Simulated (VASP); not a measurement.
# AlN (I-4m2) in VASP: single point with HSE06

Aim: the single point of AlN with HSE06.

All numbers are computed with VASP 6.6.1; they aren't measurements. Logs are shortened: lines on timing, memory, paths and dates and some standing lists are left out, and cuts for length are marked.

## (1) The cell of the first run

Symmetry: I-4m2, No. 119, tetragonal system. Conventional cell: a = 3.090 Å, b = 3.090 Å, c = 4.441 Å, α = 90.00°, β = 90.00°, γ = 90.00°. Al (site symmetry -4m2) has 4 N at 1.90 Å within 2.5 Å. N (site symmetry -4m2) has 4 Al at 1.90 Å within 2.5 Å.

## (2) Single point, HSE06 (uniaxial y strain +1.6%)

POSCAR reads:

```
AlN
1.0
    0.0000000000      2.2204899696      2.1848764830
    2.1848764830      0.0000000000      2.1848764830
    2.1848764830      2.2204899696      0.0000000000
Al N
1 1
Direct
    0.0000000000      0.0000000000      0.0000000000
    0.7500000000      0.7500000000      0.7500000000
```

INCAR.step1 reads:

```
ALGO = Normal
EDIFF = 1E-5
ENCUT = 520
GGA = PE
ISIF = 2
ISMEAR = 0
LASPH = True
LCHARG = False
LREAL = False
LWAVE = True
NBANDS = 11
NELM = 100
PREC = Accurate
SIGMA = 0.01
```

INCAR.step2 reads:

```
ALGO = Normal
EDIFF = 1E-7
ENCUT = 520
GGA = PE
HFSCREEN = 0.2079
ISIF = 2
ISMEAR = 0
ISTART = 1
LASPH = True
LCHARG = False
LHFCALC = True
LREAL = False
LWAVE = False
NBANDS = 11
NELM = 100
PREC = Accurate
PRECFOCK = Normal
SIGMA = 0.01
```

KPOINTS reads:

```
k-points
0
Gamma
  8 8 8
```

Potentials or basis: VASP PAW PBE potentials, release 64 (Al, N).

Command:

```console
$ cat potpaw_PBE.64/Al/POTCAR potpaw_PBE.64/N/POTCAR > POTCAR
$ cp INCAR.step1 INCAR
$ mpirun -np 1 vasp_std > vasp.out
$ cp INCAR.step2 INCAR
$ mpirun -np 1 vasp_std > vasp.out
```

OUTCAR:

```text
EDIFF = 1E-7
   ENCUT = 520
   GGA = PE
   HFSCREEN = 0.2079
   ISIF = 2
   ISMEAR = 0
   ISTART = 1
   LASPH = True
   LHFCALC = True
   LREAL = False
   NELM = 100
   PREC = Accurate
   PRECFOCK = Normal

 ion  position               nearest neighbor table
   1  0.000  0.000  0.000-   2 1.90   2 1.90   2 1.90   2 1.90
   2  0.750  0.750  0.750-   1 1.90   1 1.90   1 1.90   1 1.90

  LATTYP: Found a body centered tetragonal cell.
 ALAT       =     3.0898819544
 C/A-ratio  =     1.4372652434

  Lattice vectors:

 A1 = (   0.0000000000,  -2.2204899696,   2.1848764830)
 A2 = (   0.0000000000,  -2.2204899696,  -2.1848764830)
 A3 = (   2.1848764830,   2.2204899696,   0.0000000000)

Analysis of symmetry for initial positions (statically):
=====================================================================
 Subroutine PRICEL returns:
 Original cell was already a primitive cell.

 Routine SETGRP: Setting up the symmetry group for a
 body centered tetragonal supercell.

 Subroutine GETGRP returns: Found  8 space group operations
 (whereof  8 operations were pure point group operations)
 out of a pool of 16 trial point group operations.

The static configuration has the point symmetry D_2d.

Analysis of symmetry for dynamics (positions and initial velocities):
=====================================================================
 Subroutine PRICEL returns:
 Original cell was already a primitive cell.

 Routine SETGRP: Setting up the symmetry group for a
 body centered tetragonal supercell.

 Subroutine GETGRP returns: Found  8 space group operations
 (whereof  8 operations were pure point group operations)
 out of a pool of 16 trial point group operations.

The dynamic configuration has the point symmetry D_2d.

 Subroutine INISYM returns: Found  8 space group operations
 (whereof  8 operations are pure point group operations),
 and found     1 'primitive' translations

----------------------------------------------------------------------------------------

                                     Primitive cell

  volume of cell :      21.1998

  direct lattice vectors                    reciprocal lattice vectors
     0.000000000  2.220489970  2.184876483    -0.228845888  0.225175527  0.228845888
     2.184876483  0.000000000  2.184876483     0.228845888 -0.225175527  0.228845888
     2.184876483  2.220489970  0.000000000     0.228845888  0.225175527 -0.228845888

  length of vectors
     3.115166280  3.089881954  3.115166280     0.394265012  0.394265012  0.394265012

  position of ions in fractional coordinates (direct lattice)
     0.000000000  0.000000000  0.000000000
     0.750000000  0.750000000  0.750000000

  ion indices of the primitive-cell ions
   primitive index   ion index
                 1           1
                 2           2

----------------------------------------------------------------------------------------

 KPOINTS: k-points

Automatic generation of k-mesh.
 Grid dimensions read from file:
 generate k-points for:    8    8    8

 Generating k-lattice:

  Cartesian coordinates                     Fractional coordinates (reciprocal lattice)
    -0.028605736  0.028146941  0.028605736     0.125000000  0.000000000  0.000000000
     0.028605736 -0.028146941  0.028605736    -0.000000000  0.125000000 -0.000000000
     0.028605736  0.028146941 -0.028605736     0.000000000  0.000000000  0.125000000

  Length of vectors
     0.049283126  0.049283126  0.049283126

  Shift w.r.t. Gamma in fractional coordinates (k-lattice)
     0.000000000  0.000000000  0.000000000

 Subroutine IBZKPT returns following result:
 ===========================================

 Found     59 irreducible k-points:

 Following reciprocal coordinates:
            Coordinates               Weight
  0.000000  0.000000  0.000000      1.000000
  0.125000  0.000000 -0.000000      8.000000
  0.250000  0.000000 -0.000000      8.000000
  0.375000  0.000000 -0.000000      8.000000
  0.500000  0.000000 -0.000000      4.000000
  0.125000  0.125000  0.000000      4.000000
[... 16 lines left out ...]
  0.250000  0.000000  0.125000      8.000000
  0.375000  0.000000  0.125000      8.000000
 [... further k-points ...]
   k-points           NKPTS =     59   k-points in BZ     NKDIM =    512   number of bands    NBANDS=     11
   number of dos      NEDOS =    301   number of ions     NIONS =      2
   total plane-waves  NPLWV =  13824
   dimension x,y,z NGX =    24 NGY =   24 NGZ =   24
   dimension x,y,z NGXF=    48 NGYF=   48 NGZF=   48
   ions per type =               1   1
   NGX,Y,Z   is equivalent  to a cutoff of  12.81, 12.91, 12.81 a.u.
   NGXF,Y,Z  is equivalent  to a cutoff of  25.62, 25.83, 25.62 a.u.
 SYSTEM =  unknown system
   PREC   = accura    normal or accurate (medium, high low for compatibility)
   ISTART =      1    job   : 0-new  1-cont  2-samecut
   ICHARG =      0    charge: 1-file 2-atom 10-const
   ISPIN  =      1    spin polarized calculation?
   LNONCOLLINEAR =      F non collinear calculations
   LSORBIT =      F    spin-orbit coupling
   LASPH  =      T    aspherical Exc in radial PAW
   ENCUT  =  520.0 eV  38.22 Ry    6.18 a.u.   5.79  5.75  5.79*2*pi/ulx,y,z
   NELM   =    100;   NELMIN=  2; NELMDL=  0     # of ELM steps
   EDIFF  = 0.1E-06   stopping-criterion for ELM
   LREAL  =      F    real-space projection
   EDIFFG = 0.1E-05   stopping-criterion for IOM
   NSW    =      0    number of steps for IOM
   IBRION =     -1    ionic relax: 0-MD 1-quasi-New 2-CG
   NFREE  =      0    steps in history (QN), initial steepest desc. (CG)
   ISIF   =      2    stress and relaxation
   ISYM   =      3    0-nonsym 1-usesym 2-fastsym
   POTIM  = 0.5000    time-step for ionic-motion
   TEBEG  =    0.0;   TEEND  =   0.0 temperature during run
   PSTRESS=    0.0 pullay stress
   NELECT =       8.0000    total number of electrons
   NUPDOWN=      -1.0000    fix difference up-down
   EMIN   =  10.00;   EMAX   =-10.00  energy-range for DOS
   EFERMI =   0.00;   METHOD = LEGACY
   ISMEAR =     0;   SIGMA  =   0.01  broadening in eV -4-tet -1-fermi 0-gaus
   EFERMI_NEDOS =   21; number of points for ismear=-14 and -15
   IALGO  =     38    algorithm
   IMIX   =      1    mixing-type and parameters
     AMIX     =   0.40;   BMIX     =  1.00
     AMIX_MAG =   1.60;   BMIX_MAG =  1.00
  volume/ion in A,a.u.               =      10.60        71.53
  Fermi-wavevector in a.u.,A,eV,Ry     =   1.183025  2.235593 19.042012  1.399548
  Thomas-Fermi vector in A             =   2.319268
   LORBIT       =      0    0 simple, 1 ext, 2 COOP (PROOUT), +10 PAW based schemes
   GGA     = PE    functional components
   LHFCALC =     T    Hartree Fock is set to
   PRECFOCK=normal    Normal, Fast or Accurate (Low or Medium for compatibility)
   ENCUT4O =  -1.0   cutoff for four orbital integrals eV
   NKREDX  =     1    reduce k-point grid by
   NKREDY  =     1    reduce k-point grid by
   NKREDZ  =     1    reduce k-point grid by
   AEXX    =    0.2500 exact exchange contribution
   HFSCREEN=    0.2079 screening length (either q_TF or 0.3 A-1)
   HFSCREENC=   0.2079 screening length for correlation (either q_TF or 0.3 A-1)
   ENCUTFOCK=  -1.0 apply spherical cutoff to Coloumb kernel
   IVDW    =     0    specifies the selected vdW correction
   LEPSILON=     F    determine dielectric tensor
   LRPA    =     F    only Hartree local field effects (RPA)
 non-spin polarized calculation
 Gauss-broadening in eV      SIGMA  =   0.01
  energy-cutoff  :      520.00
  volume of cell :       21.20
 maximum number of plane-waves:       588
  NGX = 18; NGY = 18; NGZ = 18

 number of electron       8.0000001 magnetization

 Free energy of the ion-electron system (eV)
  ---------------------------------------------------
  ext. energy  EPLUGINS =         0.00000000
  ---------------------------------------------------
  free energy    TOTEN  =       -17.38935278 eV

  energy without entropy =      -17.38935278  energy(sigma->0) =      -17.38935278

 E-fermi :   5.0558     XC(G=0):  -8.9553

 val. band max:        4.9142422583   @ k =   0.0000   0.0000   0.0000
 cond. band min:       9.4019280407   @ k =   0.5000   0.5000   0.0000
 fundamental gap:      4.4876857824
 Fermi energy:         5.0558482557

 k-point     1 :       0.0000    0.0000    0.0000
  band No.  band energies     occupation
      1     -11.4836      2.00000
      2       4.8433      2.00000
      3       4.9142      2.00000
      4       4.9142      2.00000
      5      10.2698      0.00000
      6      18.9415      0.00000
      7      18.9415      0.00000
      8      18.9597      0.00000
      9      24.0427      0.00000
     10      24.6038      0.00000
     11      25.2839      0.00000

 k-point     2 :       0.1250    0.0000   -0.0000
  band No.  band energies     occupation
      1     -11.2451      2.00000
      2       3.6542      2.00000
      3       4.7723      2.00000
      4       4.8350      2.00000
      5      11.2503      0.00000
      6      18.3699      0.00000
      7      19.1247      0.00000
      8      19.1603      0.00000
      9      22.5043      0.00000
     10      22.8882      0.00000
     11      24.5752      0.00000

 k-point     3 :       0.2500    0.0000   -0.0000
  band No.  band energies     occupation
      1     -10.5926      2.00000
      2       1.4078      2.00000
      3       4.5575      2.00000
      4       4.6561      2.00000
      5      12.6637      0.00000
      6      17.3825      0.00000
      7      18.6387      0.00000
      8      18.8688      0.00000
      9      22.7866      0.00000
     10      22.8561      0.00000
     11      23.7421      0.00000
[... 267 lines left out ...]
 k-point    23 :       0.2500    0.0000    0.1250
  band No.  band energies     occupation
      1     -10.6634      2.00000
      2       2.0608      2.00000
      3       4.3039      2.00000
      4       4.3449      2.00000
      5      12.5687      0.00000
      6      17.2841      0.00000
      7      18.0184      0.00000
      8      19.6716      0.00000
      9      20.7565      0.00000
     10      24.7790      0.00000
     11      25.9602      0.00000

 k-point    24 :       0.3750    0.0000    0.1250
  band No.  band energies     occupation
      1      -9.8888      2.00000
      2       0.1587      2.00000
      3       3.9491      2.00000
      4       4.1462      2.00000
      5      13.4062      0.00000
      6      16.0032      0.00000
      7      18.0819      0.00000
      8      19.0470      0.00000
      9      22.3696      0.00000
     10      25.7290      0.00000
     11      26.0609      0.00000

 [... further k-points ...]

------------------------ aborting loop because EDIFF is reached ----------------------------------------

  FORCE on cell =-STRESS in cart. coord.  units (eV):
  Direction    XX          YY          ZZ          XY          YZ          ZX
  --------------------------------------------------------------------------------------
  -------------------------------------------------------------------------------------
  Total       -0.4359847     -0.7631582     -0.4359847      0.0000000      0.0000000      0.0000000
  in kB      -32.9495299    -57.6756572    -32.9495299      0.0000000      0.0000000      0.0000000
  external PRESSURE =     -41.1915723 kB  Pullay stress =       0.0000000 kB

 VOLUME and BASIS-vectors are now :
 -----------------------------------------------------------------------------
  energy-cutoff  :      520.00
  volume of cell :       21.20
      direct lattice vectors                 reciprocal lattice vectors
     0.000000000  2.220489970  2.184876483    -0.228845888  0.225175527  0.228845888
     2.184876483  0.000000000  2.184876483     0.228845888 -0.225175527  0.228845888
     2.184876483  2.220489970  0.000000000     0.228845888  0.225175527 -0.228845888

 POSITION                                       TOTAL-FORCE (eV/Angst)
 -----------------------------------------------------------------------------------
      0.00000      0.00000      0.00000         0.000000      0.000000      0.000000
      3.27731      3.33073      3.27731        -0.000000      0.000000     -0.000000
 -----------------------------------------------------------------------------------
    total drift:                               -0.000000     -0.000000      0.000000

  FREE ENERGIE OF THE ION-ELECTRON SYSTEM (eV)
  ---------------------------------------------------
  free  energy   TOTEN  =       -17.3893527763 eV

  energy  without entropy=      -17.3893527763  energy(sigma->0) =      -17.38935278
```

Run time: 64 min. Hardware: 1 thread of Oxide Virtual Turin-like, shared host; peak memory 0.23 GiB.

What came out:

```yaml
Free_energy: -17.3894 eV
Pressure: -4.1 GPa
Band_gap_on_the_k_mesh: 4.49 eV (least direct gap 5.36 eV)
```

Levels at points of the mesh, in eV from the valence-band top:
```tsv
k point	band 1	band 2	band 3	band 4	band 5	band 6	band 7	band 8
(0.00, 0.00, 0.00)	-16.40	-0.07	0.00	0.00	5.36	14.03	14.03	14.05
(0.50, 0.00, 0.00)	-14.27	-6.30	-0.63	-0.49	8.67	11.49	12.47	12.76
(0.50, 0.50, 0.00)	-13.58	-5.25	-2.00	-2.00	4.49	9.85	15.92	17.27
(0.50, 0.00, 0.50)	-13.65	-5.41	-1.86	-1.86	4.56	10.11	15.63	17.66
```

Caveat: the cell differs from its parent crystal (uniaxial y strain +1.6%); the cell stands under tension; the PAW data sets were made with another functional, which shifts forces and pressure a little.
